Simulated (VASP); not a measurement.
# Ru (P6_3/mmc) in VASP: a series of runs, part 2 of 2

VASP 6.6.1. Earlier steps stand in the parts before.

### 4 Single point, PBEsol (strain +0.000 along x and y, +0.025 along z)

INCAR reads:

```
SYSTEM = Ru
ALGO     = Fast           ! electronic algorithm
EDIFF    = 1E-7           ! SCF threshold, eV
ENCUT    = 520            ! plane-wave cutoff, eV
GGA      = PS             ! functional
ISIF     = 2              ! what is computed and relaxed
ISMEAR   = 0              ! smearing method
LASPH    = .True.         ! aspherical terms in the spheres
LCHARG   = .True.         ! write CHGCAR
LELF     = .True.         ! ELF
LREAL    = .False.        ! projectors in reciprocal space
LVHAR    = .True.       
LWAVE    = .False.        ! write WAVECAR
NBANDS   = 21             ! bands
NELM     = 100            ! most SCF steps
PREC     = Accurate       ! precision mode
SIGMA    = 0.15           ! smearing width, eV
```

KPOINTS reads:

```
k-points
0
Gamma
  24 24 14
  0 0 0
```

POSCAR reads:

```
Ru
1.0
    2.6895239996      0.0000000000      0.0000000000
   -1.3447619998      2.3291961077      0.0000000000
    0.0000000000      0.0000000000      4.3582189746
Ru
2
Direct
    0.3333333333      0.6666666667      0.2500000000
    0.6666666667      0.3333333333      0.7500000000
```

Potentials or basis: VASP PAW PBE potentials, release 64 (Ru_pv).

The run is started by

```
$ cat potpaw_PBE.64/Ru_pv/POTCAR > POTCAR
$ mpirun -np 1 vasp_std > vasp.out
```

OUTCAR:

```text
SYSTEM = Ru
   EDIFF = 1E-7
   ENCUT = 520
   GGA = PS
   ISIF = 2
   ISMEAR = 0
   LASPH = .True.
   LREAL = .False.
   NELM = 100
   PREC = Accurate

 ion  position               nearest neighbor table
   1  0.333  0.667  0.250-   2 2.68   2 2.68   2 2.68   2 2.68   2 2.68   2 2.68
   2  0.667  0.333  0.750-   1 2.68   1 2.68   1 2.68   1 2.68   1 2.68   1 2.68

  LATTYP: Found a hexagonal cell.
 ALAT       =     2.6895239996
 C/A-ratio  =     1.6204424929

  Lattice vectors:

 A1 = (   2.6895239996,   0.0000000000,   0.0000000000)
 A2 = (  -1.3447619998,   2.3291961077,   0.0000000000)
 A3 = (   0.0000000000,   0.0000000000,   4.3582189746)

Analysis of symmetry for initial positions (statically):
=====================================================================
 Subroutine PRICEL returns:
 Original cell was already a primitive cell.

 Routine SETGRP: Setting up the symmetry group for a
 hexagonal supercell.

 Subroutine GETGRP returns: Found 24 space group operations
 (whereof 12 operations were pure point group operations)
 out of a pool of 24 trial point group operations.

The static configuration has the point symmetry D_3d.
 The point group associated with its full space group is D_6h.

Analysis of symmetry for dynamics (positions and initial velocities):
=====================================================================
 Subroutine PRICEL returns:
 Original cell was already a primitive cell.

 Routine SETGRP: Setting up the symmetry group for a
 hexagonal supercell.

 Subroutine GETGRP returns: Found 24 space group operations
 (whereof 12 operations were pure point group operations)
 out of a pool of 24 trial point group operations.

The dynamic configuration has the point symmetry D_3d.
 The point group associated with its full space group is D_6h.

 Subroutine INISYM returns: Found 24 space group operations
 (whereof 12 operations are pure point group operations),
 and found     1 'primitive' translations

----------------------------------------------------------------------------------------

                                     Primitive cell

  volume of cell :      27.3018

  direct lattice vectors                    reciprocal lattice vectors
     2.689524000  0.000000000  0.000000000     0.371813005  0.214666338  0.000000000
    -1.344762000  2.329196108  0.000000000     0.000000000  0.429332677  0.000000000
     0.000000000  0.000000000  4.358218975     0.000000000  0.000000000  0.229451527

  length of vectors
     2.689524000  2.689524000  4.358218975     0.429332677  0.429332677  0.229451527

  position of ions in fractional coordinates (direct lattice)
     0.333333333  0.666666667  0.250000000
     0.666666667  0.333333333  0.750000000

  ion indices of the primitive-cell ions
   primitive index   ion index
                 1           1
                 2           2

----------------------------------------------------------------------------------------

 KPOINTS: k-points

Automatic generation of k-mesh.
 Grid dimensions read from file:
 generate k-points for:   24   24   14

 Generating k-lattice:

  Cartesian coordinates                     Fractional coordinates (reciprocal lattice)
     0.015492209  0.008944431  0.000000000     0.041666667  0.000000000  0.000000000
     0.000000000  0.017888862  0.000000000     0.000000000  0.041666667  0.000000000
     0.000000000  0.000000000  0.016389395     0.000000000  0.000000000  0.071428571

  Length of vectors
     0.017888862  0.017888862  0.016389395

  Shift w.r.t. Gamma in fractional coordinates (k-lattice)
     0.000000000  0.000000000  0.000000000

 Subroutine IBZKPT returns following result:
 ===========================================

 Found    488 irreducible k-points:

 Following reciprocal coordinates:
            Coordinates               Weight
  0.000000  0.000000  0.000000      1.000000
  0.041667  0.000000  0.000000      6.000000
  0.083333  0.000000  0.000000      6.000000
  0.125000  0.000000  0.000000      6.000000
  0.166667  0.000000  0.000000      6.000000
  0.208333  0.000000  0.000000      6.000000
[... 16 lines left out ...]
  0.416667  0.041667  0.000000     12.000000
  0.458333  0.041667  0.000000     12.000000
 [... further k-points ...]
   k-points           NKPTS =    488   k-points in BZ     NKDIM =    488   number of bands    NBANDS=     21
   number of dos      NEDOS =    301   number of ions     NIONS =      2
   total plane-waves  NPLWV =  12800
   dimension x,y,z NGX =    20 NGY =   20 NGZ =   32
   dimension x,y,z NGXF=    40 NGYF=   40 NGZF=   64
   ions per type =               2
   NGX,Y,Z   is equivalent  to a cutoff of  12.36, 12.36, 12.21 a.u.
   NGXF,Y,Z  is equivalent  to a cutoff of  24.72, 24.72, 24.41 a.u.
 SYSTEM =  Ru
   PREC   = accura    normal or accurate (medium, high low for compatibility)
   ISTART =      0    job   : 0-new  1-cont  2-samecut
   ICHARG =      2    charge: 1-file 2-atom 10-const
   ISPIN  =      1    spin polarized calculation?
   LNONCOLLINEAR =      F non collinear calculations
   LSORBIT =      F    spin-orbit coupling
   LASPH  =      T    aspherical Exc in radial PAW
   ENCUT  =  520.0 eV  38.22 Ry    6.18 a.u.   5.00  5.00  8.10*2*pi/ulx,y,z
   NELM   =    100;   NELMIN=  2; NELMDL= -5     # of ELM steps
   EDIFF  = 0.1E-06   stopping-criterion for ELM
   LREAL  =      F    real-space projection
   EDIFFG = 0.1E-05   stopping-criterion for IOM
   NSW    =      0    number of steps for IOM
   IBRION =     -1    ionic relax: 0-MD 1-quasi-New 2-CG
   NFREE  =      0    steps in history (QN), initial steepest desc. (CG)
   ISIF   =      2    stress and relaxation
   ISYM   =      2    0-nonsym 1-usesym 2-fastsym
   POTIM  = 0.5000    time-step for ionic-motion
   TEBEG  =    0.0;   TEEND  =   0.0 temperature during run
   PSTRESS=    0.0 pullay stress
   NELECT =      28.0000    total number of electrons
   NUPDOWN=      -1.0000    fix difference up-down
   EMIN   =  10.00;   EMAX   =-10.00  energy-range for DOS
   EFERMI =   0.00;   METHOD = LEGACY
   ISMEAR =     0;   SIGMA  =   0.15  broadening in eV -4-tet -1-fermi 0-gaus
   EFERMI_NEDOS =   21; number of points for ismear=-14 and -15
   IALGO  =     68    algorithm
   IMIX   =      4    mixing-type and parameters
     AMIX     =   0.40;   BMIX     =  1.00
     AMIX_MAG =   1.60;   BMIX_MAG =  1.00
  volume/ion in A,a.u.               =      13.65        92.12
  Fermi-wavevector in a.u.,A,eV,Ry     =   1.650938  3.119820 37.083972  2.725595
  Thomas-Fermi vector in A             =   2.739802
   LORBIT       =      0    0 simple, 1 ext, 2 COOP (PROOUT), +10 PAW based schemes
   GGA     = PS    functional components
   LHFCALC =     F    Hartree Fock is set to
   AEXX    =    0.0000 exact exchange contribution
   IVDW    =     0    specifies the selected vdW correction
   LEPSILON=     F    determine dielectric tensor
   LRPA    =     F    only Hartree local field effects (RPA)
 non-spin polarized calculation
 RMM-DIIS sequential band-by-band and
 Gauss-broadening in eV      SIGMA  =   0.15
  energy-cutoff  :      520.00
  volume of cell :       27.30
 maximum number of plane-waves:       764
 NGX is ok and might be reduce to    20
   NGX =  9   NGY =  9   NGZ = 17

 number of electron      28.0000011 magnetization

 Free energy of the ion-electron system (eV)
  ---------------------------------------------------
  ext. energy  EPLUGINS =         0.00000000
  ---------------------------------------------------
  free energy    TOTEN  =       -20.31380714 eV

  energy without entropy =      -20.29315315  energy(sigma->0) =      -20.30348014

 E-fermi :  12.6065     XC(G=0): -14.2479

 val. band max:       12.6051479413   @ k =   0.0833   0.0417   0.3571
 cond. band min:      12.6075850520   @ k =   0.2917   0.1667   0.2143
 fundamental gap:      0.0024371107
 Fermi energy:        12.6064544552

 k-point     1 :       0.0000    0.0000    0.0000
  band No.  band energies     occupation
      1     -30.9443      2.00000
      2     -30.0270      2.00000
      3     -30.0270      2.00000
      4     -29.8789      2.00000
      5     -29.8789      2.00000
      6     -29.8719      2.00000
[... 13 lines left out ...]
     20      22.8872      0.00000
     21      22.9128      0.00000
[... 529 lines left out ...]
 k-point    24 :       0.4583    0.0417    0.0000
  band No.  band energies     occupation
      1     -30.8149      2.00000
      2     -30.6437      2.00000
      3     -30.4772      2.00000
      4     -30.2704      2.00000
      5     -30.1300      2.00000
      6     -30.0233      2.00000
[... 13 lines left out ...]
     20      24.2198      0.00000
     21      25.6039      0.00000

 [... further k-points ...]

------------------------ aborting loop because EDIFF is reached ----------------------------------------

  FORCE on cell =-STRESS in cart. coord.  units (eV):
  Direction    XX          YY          ZZ          XY          YZ          ZX
  --------------------------------------------------------------------------------------
  -------------------------------------------------------------------------------------
  Total       -0.6939402     -0.6939402     -2.7879480      0.0000000     -0.0000000      0.0000000
  in kB      -40.7232163    -40.7232163   -163.6080741      0.0000000     -0.0000000      0.0000000
  external PRESSURE =     -81.6848356 kB  Pullay stress =       0.0000000 kB

 VOLUME and BASIS-vectors are now :
 -----------------------------------------------------------------------------
  energy-cutoff  :      520.00
  volume of cell :       27.30
      direct lattice vectors                 reciprocal lattice vectors
     2.689524000  0.000000000  0.000000000     0.371813005  0.214666338  0.000000000
    -1.344762000  2.329196108  0.000000000     0.000000000  0.429332677  0.000000000
     0.000000000  0.000000000  4.358218975     0.000000000  0.000000000  0.229451527

 POSITION                                       TOTAL-FORCE (eV/Angst)
 -----------------------------------------------------------------------------------
     -0.00000      1.55280      1.08955         0.000000      0.000000      0.000000
      1.34476      0.77640      3.26866        -0.000000     -0.000000      0.000000
 -----------------------------------------------------------------------------------
    total drift:                                0.000000     -0.000000      0.000000

  FREE ENERGIE OF THE ION-ELECTRON SYSTEM (eV)
  ---------------------------------------------------
  free  energy   TOTEN  =       -20.3138071389 eV

  energy  without entropy=      -20.2931531489  energy(sigma->0) =      -20.30348014
```

Wall time 3.4 min (1 thread of Intel Xeon 6975P-C (Granite Rapids), shared host); peak memory 0.31 GiB.

Results:

- Free energy: -20.3138 eV
- Pressure: -8.2 GPa
- Band gap on the k mesh: zero (band 14 reaches 14.33 eV, above the bottom of band 15 at 11.06 eV)

Caveat: the cell differs from its parent crystal (strain +0.000 along x and y, +0.025 along z); the PAW data sets were made with another functional, which shifts forces and pressure a little.

### 5 Overview

| cell | further INCAR settings | gap on the mesh (eV) | pressure (GPa) |
| --- | --- | --- | --- |
| a = 2.622, b = 2.622, c = 4.146 Å, angles 90.0, 90.0, 120.0°, 2 atoms | ALGO = Fast; EDIFF = 1e-06; NBANDS = 21 | none | 31.9 |
| a = 2.555, b = 2.555, c = 4.465 Å, angles 90.0, 90.0, 120.0°, 2 atoms | ALGO = Fast; EDIFF = 1e-06; NBANDS = 21 | none | 24.6 |
| a = 2.690, b = 2.690, c = 4.358 Å, angles 90.0, 90.0, 120.0°, 2 atoms | ALGO = Fast; EDIFF = 1e-07; NBANDS = 21 | none | -8.2 |

Alike in all rows: task single point; level PBEsol; potentials or basis VASP PAW PBE potentials, release 64 (Ru_pv); no spin polarisation; k mesh 24 × 24 × 14; cutoff (eV) 520; smearing gaussian 0.15 eV.

Caveats: the PAW data sets were made with another functional, which shifts forces and pressure a little.

Total energies depend on the potentials used, so only differences within one code and one set of settings carry meaning.
